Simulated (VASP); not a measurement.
# As2Se (I4_1/amd) in VASP: settings compared

As2Se is run at these levels: RPBE, LDA, PBE+D3(BJ); tasks: single point, relaxation of cell and atoms.

Program: VASP 6.6.1. These are calculated values, not measurements. Logs are shortened: lines on timing, memory, paths and dates and some standing lists are left out, and cuts for length are marked.

### Step 1. The cell of the first run

The structure is tetragonal, space group I4_1/amd (No. 141). The conventional cell has a = 7.164 Å, b = 7.164 Å, c = 5.296 Å, α = 90.00°, β = 90.00°, γ = 90.00°. Within 3.6 Å of As (site symmetry 2/m) lie 2 Se at 2.67 Å and 6 As at 2.86 to 3.58 Å. Se (site symmetry -4m2) has 4 As at 2.67 Å within 3.5 Å.

### Step 2. Single point, RPBE

Input file INCAR:

```
SYSTEM = As2Se
PREC = Accurate
ENCUT = 500
EDIFF = 1E-6
ISMEAR = -1
SIGMA = 0.1
LREAL = .False.
LASPH = .True.
NELM = 120
ALGO = Normal
ISIF = 2
LWAVE = .False.
LCHARG = .False.
GGA = RP
NBANDS = 25
GGA_COMPAT = .False.
```

Input file KPOINTS:

```
Automatic mesh
0
Gamma
  6 6 6
  0 0 0
```

Input file POSCAR:

```
As2Se
1.0
   -3.5821280793      3.5821280793      2.6482229017
    3.5821280793     -3.5821280793      2.6482229017
    3.5821280793      3.5821280793     -2.6482229017
As Se
4 2
Direct
   -0.1250000000      0.1250000000     -0.2500000000
    0.3750000000      0.1250000000      0.2500000000
   -0.1250000000      0.1250000000      0.2500000000
   -0.1250000000      0.6250000000     -0.2500000000
    0.5000000000      0.5000000000      0.0000000000
    0.2500000000      0.7500000000      0.5000000000
```

Potentials or basis: VASP PAW PBE potentials, release 64 (As, Se).

On the command line:

```
$ cat potpaw_PBE.64/As/POTCAR potpaw_PBE.64/Se/POTCAR > POTCAR
$ mpirun -np 1 vasp_std > vasp.out
```

OUTCAR:

```text
SYSTEM = As2Se
   PREC = Accurate
   ENCUT = 500
   EDIFF = 1E-6
   ISMEAR = -1
   LREAL = .False.
   LASPH = .True.
   NELM = 120
   ISIF = 2
   GGA = RP

 ion  position               nearest neighbor table
   1  0.875  0.125  0.750-   5 2.67   6 2.67   4 2.86   3 2.86   4 2.86   3 2.86
   2  0.375  0.125  0.250-   5 2.67   6 2.67   3 2.86   4 2.86   3 2.86   4 2.86
   3  0.875  0.125  0.250-   6 2.67   5 2.67   2 2.86   1 2.86   1 2.86   2 2.86
   4  0.875  0.625  0.750-   5 2.67   6 2.67   1 2.86   2 2.86   1 2.86   2 2.86
   5  0.500  0.500  0.000-   2 2.67   4 2.67   3 2.67   1 2.67
   6  0.250  0.750  0.500-   2 2.67   4 2.67   1 2.67   3 2.67

  LATTYP: Found a body centered tetragonal cell.
 ALAT       =     7.1642561586
 C/A-ratio  =     0.7392876087

  Lattice vectors:

 A1 = (  -3.5821280793,   3.5821280793,   2.6482229017)
 A2 = (   3.5821280793,  -3.5821280793,   2.6482229017)
 A3 = (   3.5821280793,   3.5821280793,  -2.6482229017)

Analysis of symmetry for initial positions (statically):
=====================================================================
 Subroutine PRICEL returns:
 Original cell was already a primitive cell.

 Routine SETGRP: Setting up the symmetry group for a
 body centered tetragonal supercell.

 Subroutine GETGRP returns: Found 16 space group operations
 (whereof  8 operations were pure point group operations)
 out of a pool of 16 trial point group operations.

The static configuration has the point symmetry D_2d.
 The point group associated with its full space group is D_4h.

Analysis of symmetry for dynamics (positions and initial velocities):
=====================================================================
 Subroutine PRICEL returns:
 Original cell was already a primitive cell.

 Routine SETGRP: Setting up the symmetry group for a
 body centered tetragonal supercell.

 Subroutine GETGRP returns: Found 16 space group operations
 (whereof  8 operations were pure point group operations)
 out of a pool of 16 trial point group operations.

The dynamic configuration has the point symmetry D_2d.
 The point group associated with its full space group is D_4h.

 Subroutine INISYM returns: Found 16 space group operations
 (whereof  8 operations are pure point group operations),
 and found     1 'primitive' translations

[... 101 lines left out ...]
   NELM   =    120;   NELMIN=  2; NELMDL= -5     # of ELM steps
   EDIFF  = 0.1E-05   stopping-criterion for ELM
   LREAL  =      F    real-space projection
   EDIFFG = 0.1E-04   stopping-criterion for IOM
   NSW    =      0    number of steps for IOM
   IBRION =     -1    ionic relax: 0-MD 1-quasi-New 2-CG
   NFREE  =      0    steps in history (QN), initial steepest desc. (CG)
   ISIF   =      2    stress and relaxation
   ISYM   =      2    0-nonsym 1-usesym 2-fastsym
   POTIM  = 0.5000    time-step for ionic-motion
   TEBEG  =    0.0;   TEEND  =   0.0 temperature during run
   PSTRESS=    0.0 pullay stress
   NELECT =      32.0000    total number of electrons
   NUPDOWN=      -1.0000    fix difference up-down
   EMIN   =  10.00;   EMAX   =-10.00  energy-range for DOS
   EFERMI =   0.00;   METHOD = LEGACY
   ISMEAR =    -1;   SIGMA  =   0.10  broadening in eV -4-tet -1-fermi 0-gaus
   EFERMI_NEDOS =   21; number of points for ismear=-14 and -15
   IALGO  =     38    algorithm
   IMIX   =      4    mixing-type and parameters
     AMIX     =   0.40;   BMIX     =  1.00
     AMIX_MAG =   1.60;   BMIX_MAG =  1.00
  volume/ion in A,a.u.               =      22.65       152.88
  Fermi-wavevector in a.u.,A,eV,Ry     =   1.010864  1.910255 13.903049  1.021845
  Thomas-Fermi vector in A             =   2.143879
   LORBIT       =      0    0 simple, 1 ext, 2 COOP (PROOUT), +10 PAW based schemes
   GGA     = RP    functional components
   LHFCALC =     F    Hartree Fock is set to
   AEXX    =    0.0000 exact exchange contribution
   IVDW    =     0    specifies the selected vdW correction
   LEPSILON=     F    determine dielectric tensor
   LRPA    =     F    only Hartree local field effects (RPA)
 non-spin polarized calculation
  energy-cutoff  :      500.00
  volume of cell :      135.92
 maximum number of plane-waves:      3478
 NGX is ok and might be reduce to    42
   NGX = 21   NGY = 21   NGZ = 21

 number of electron      32.0000000 magnetization

 Free energy of the ion-electron system (eV)
  ---------------------------------------------------
  ext. energy  EPLUGINS =         0.00000000
  ---------------------------------------------------
  free energy    TOTEN  =       -22.98928318 eV

  energy without entropy =      -22.89184116  energy(sigma->0) =      -22.94056217

 E-fermi :   4.5910     XC(G=0):  -9.7200

 val. band max:        4.5892673284   @ k =   0.5000   0.5000   0.1667
 cond. band min:       4.5971739957   @ k =  -0.3333  -0.3333   0.1667
 fundamental gap:      0.0079066673
 Fermi energy:         4.5910358415

 k-point     1 :       0.0000    0.0000    0.0000
  band No.  band energies     occupation
      1     -10.2773      2.00000
      2      -8.2856      2.00000
      3      -5.7321      2.00000
      4      -5.7313      2.00000
      5      -5.7313      2.00000
      6      -4.0906      2.00000
[... 661 lines left out ...]
     24       8.3778      0.00000
     25      10.1358      0.00000

 [... further k-points ...]

------------------------ aborting loop because EDIFF is reached ----------------------------------------

  FORCE on cell =-STRESS in cart. coord.  units (eV):
  Direction    XX          YY          ZZ          XY          YZ          ZX
  --------------------------------------------------------------------------------------
  -------------------------------------------------------------------------------------
  Total       -0.0239385     -0.0239385     -0.0036031      0.0000000      0.0000000      0.0000000
  in kB       -0.2821703     -0.2821703     -0.0424702      0.0000000      0.0000000      0.0000000
  external PRESSURE =      -0.2022703 kB  Pullay stress =       0.0000000 kB

 VOLUME and BASIS-vectors are now :
 -----------------------------------------------------------------------------
  energy-cutoff  :      500.00
  volume of cell :      135.92
      direct lattice vectors                 reciprocal lattice vectors
    -3.582128079  3.582128079  2.648222902     0.000000000  0.139581832  0.188805859
     3.582128079 -3.582128079  2.648222902     0.139581832  0.000000000  0.188805859
     3.582128079  3.582128079 -2.648222902     0.139581832  0.139581832  0.000000000

 POSITION                                       TOTAL-FORCE (eV/Angst)
 -----------------------------------------------------------------------------------
     -0.00000      5.37319      0.66206         0.000000     -0.000000      0.000000
      0.00000      1.79106      0.66206         0.000000     -0.000000      0.000000
     -1.79106      3.58213      1.98617         0.000000     -0.000000      0.000000
      1.79106      3.58213      1.98617         0.000000     -0.000000      0.000000
      0.00000      0.00000      2.64822        -0.000000     -0.000000     -0.000000
      3.58213      0.00000      1.32411         0.000000      0.000000      0.000000
 -----------------------------------------------------------------------------------
    total drift:                               -0.000000      0.000000     -0.000000

  FREE ENERGIE OF THE ION-ELECTRON SYSTEM (eV)
  ---------------------------------------------------
  free  energy   TOTEN  =       -22.9892831752 eV

  energy  without entropy=      -22.8918411644  energy(sigma->0) =      -22.94056217
```

It took 65 s on 1 thread of Intel Xeon Platinum 8488C (Sapphire Rapids), shared host; peak memory 0.29 GiB.

What came out:

```
Free energy            : -22.9893 eV
Pressure               : 0.0 GPa
Band gap on the k mesh : zero (bands 16 and 17 overlap by 0.57 eV)
```

Levels at points of the mesh, in eV from the Fermi level:
| k point | band 13 | band 14 | band 15 | band 16 | band 17 | band 18 | band 19 | band 20 |
| --- | --- | --- | --- | --- | --- | --- | --- | --- |
| (0.00, 0.00, 0.00) | -2.87 | -2.53 | -2.53 | -1.11 | 2.28 | 2.91 | 2.91 | 3.57 |
| (0.50, 0.00, 0.00) | -1.74 | -1.46 | -0.47 | 0.03 | 0.19 | 0.53 | 1.42 | 2.65 |
| (0.50, 0.50, 0.00) | -1.31 | -1.31 | -1.11 | -1.11 | -0.05 | -0.05 | 1.84 | 1.84 |
| (0.50, 0.50, 0.50) | -0.64 | -0.64 | -0.34 | -0.34 | 0.19 | 0.19 | 0.37 | 0.37 |

Caveat: the PAW data sets were made with another functional, which shifts forces and pressure a little.

### Step 3. Relaxation of cell and atoms, RPBE

This run uses another cell than the first one, of 22.04 Å³/atom.

Input file INCAR:

```
SYSTEM = As2Se
ALGO = Normal
EDIFF = 1E-7
EDIFFG = -0.05
ENCUT = 500
GGA = RP
GGA_COMPAT = .False.
IBRION = 2
ISIF = 3
ISMEAR = -1
LASPH = .True.
LCHARG = .False.
LREAL = .False.
LWAVE = .False.
NELM = 120
NELMIN = 4
NSW = 80
PREC = Accurate
SIGMA = 0.1
```

Input file KPOINTS:

```
k-points
0
Gamma
  6 6 6
  0 0 0
```

POSCAR: that of step 2 with these lines changed.

```diff
@@ -2,5 +2,5 @@
 1.0
-   -3.5821280793      3.5821280793      2.6482229017
-    3.5821280793     -3.5821280793      2.6482229017
-    3.5821280793      3.5821280793     -2.6482229017
+   -3.5294200000      3.5294200000      2.6535700000
+    3.5294200000     -3.5294200000      2.6535700000
+    3.5294200000      3.5294200000     -2.6535700000
 As Se
```

Potentials or basis: VASP PAW PBE potentials, release 64 (As, Se).

On the command line:

```
$ cat potpaw_PBE.64/As/POTCAR potpaw_PBE.64/Se/POTCAR > POTCAR
$ mpirun -np 1 vasp_std > vasp.out
```

Run time: 4 min. Hardware: 1 thread of Intel Xeon Platinum 8488C (Sapphire Rapids), shared host; peak memory 0.3 GiB.

Results (log left out):

```
Free energy                           : -22.9891 eV
Relaxed volume                        : 22.64 Å³/atom
Relaxed cell                          : a = 5.713 Å, b = 5.713 Å, c = 5.713 Å, α = 102.44°, β = 102.44°, γ = 124.70°
Space group after relaxing (to 0.1 Å) : I4_1/amd (No. 141)
Energy gained by relaxing             : 3.4 meV/atom
Ionic steps                           : 5
Pressure after relaxing               : 0.0 GPa
Band gap on the k mesh                : zero (bands 16 and 17 overlap by 0.57 eV)
```

Stress tensor (GPa, compression positive):
```
 0.04  0.00  0.00
 0.00  0.04  0.00
 0.00  0.00 -0.08
```

Step by step:
| step | energy change (eV) | largest force (eV/Å) | pressure (GPa) | volume (Å³) |
| --- | --- | --- | --- | --- |
| 1 | 0.0000 | 0.0000 | 1.62 | 132.22 |
| 2 | -0.0159 | 0.0000 | -0.49 | 136.52 |
| 3 | -0.0171 | 0.0000 | -0.07 | 135.60 |
| 4 | -0.0196 | 0.0000 | -0.03 | 135.72 |
| 5 | -0.0205 | 0.0000 | 0.00 | 135.82 |

Final structure:
```
As Se
1.0
    -3.57861    3.57861    2.65131
     3.57861   -3.57861    2.65131
     3.57861    3.57861   -2.65131
As Se
4 2
Direct
  0.87500 0.12500 0.75000
  0.37500 0.12500 0.25000
  0.87500 0.12500 0.25000
  0.87500 0.62500 0.75000
  0.50000 0.50000 0.00000
  0.25000 0.75000 0.50000
```

Levels at points of the mesh, in eV from the Fermi level:
```csv
k point,band 14,band 15,band 16,band 17,band 18,band 19
"(0.00, 0.00, 0.00)",-2.54,-2.54,-1.11,2.27,2.92,2.92
"(0.50, 0.00, 0.00)",-1.45,-0.47,0.02,0.19,0.52,1.42
"(0.50, 0.50, 0.00)",-1.31,-1.11,-1.11,-0.05,-0.05,1.84
"(0.50, 0.50, 0.50)",-0.64,-0.34,-0.34,0.20,0.20,0.37
```

Caveat: the PAW data sets were made with another functional, which shifts forces and pressure a little.

(Part 1 of 2 ends here.)
